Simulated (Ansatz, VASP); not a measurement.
**One calculation of Si2Mo, two programs**

File INCAR:

```
PREC = Accurate
ENCUT = 520
EDIFF = 1E-7
ISMEAR = 0
SIGMA = 0.05
LREAL = F
LASPH = T
NELM = 80
ALGO = Normal
ISIF = 2
LWAVE = F
LCHARG = F
GGA = PE
NBANDS = 18
```

File KPOINTS:

```
regular mesh
0
Gamma
  14 14 14
```

File POSCAR:

```
Si2Mo
1.0
   -1.6085189520      1.6085189520      3.9365666220
    1.6085189520     -1.6085189520      3.9365666220
    1.6085189520      1.6085189520     -3.9365666220
Si Mo
2 1
Direct
    0.3351149525      0.3351149525      0.0000000000
    0.7021864420      0.6648850475      0.0373013945
    0.0000000000      0.0000000000      0.0000000000
```

Input for Ansatz:

```yaml
crystal:
  lattice:
    - [-1.608518952, 1.608518952, 3.936566622]
    - [1.608518952, -1.608518952, 3.936566622]
    - [1.608518952, 1.608518952, -3.936566622]
  atoms:
    - { symbol: Si, position: [0.3351149525, 0.3351149525, 0.0] }
    - { symbol: Si, position: [0.702186442, 0.6648850475, 0.0373013945] }
    - { symbol: Mo, position: [0.0, 0.0, 0.0] }
basis:
  ecutwfc: 420
  ecutrho_ratio: 4
kpoints:
  mp_grid: { grid: [14, 14, 14] }
hamiltonian:
  xc: pbe
scf:
  occupations: { method: gaussian, width: 0.05 }
output:
  forces: true
  stress: true
  eigenvalues: true
  write_density: true
  write_potential: true
  elf: true
  volumetric_format: npy
```

Alike in both runs: task single point; functional PBE; k mesh 14 × 14 × 14; occupations gaussian, width 0.05 eV; no spin polarisation.

```csv
,VASP,Ansatz
version,VASP 6.6.1,Ansatz 0.2.0
potentials or method,"VASP PAW PBE potentials, release 64 (Si, Mo_sv), cutoff 520 eV","scalar-relativistic, plane waves, PAW"
valence electrons in the cell,22,22
```

|  | VASP | Ansatz | Ansatz less VASP |
| --- | --- | --- | --- |
| gap on the k mesh at the Fermi level (eV) | none | none | - |
| pressure (GPa) | 0.8 | 0.7 | -0.16 |
| traceless stress, the component that is largest in VASP (GPa) | -0.76 | -0.74 | +0.019 |
| rms of the force components (eV/Å) | 0.379 | 0.378 | -0.0006 |

Atom by atom the forces differ by 0.002 eV/Å (rms over components). A gap of «none» marks a metal or a gap that the smearing closes. With one functional, cell and mesh, what is left measures potentials, basis and numerics.
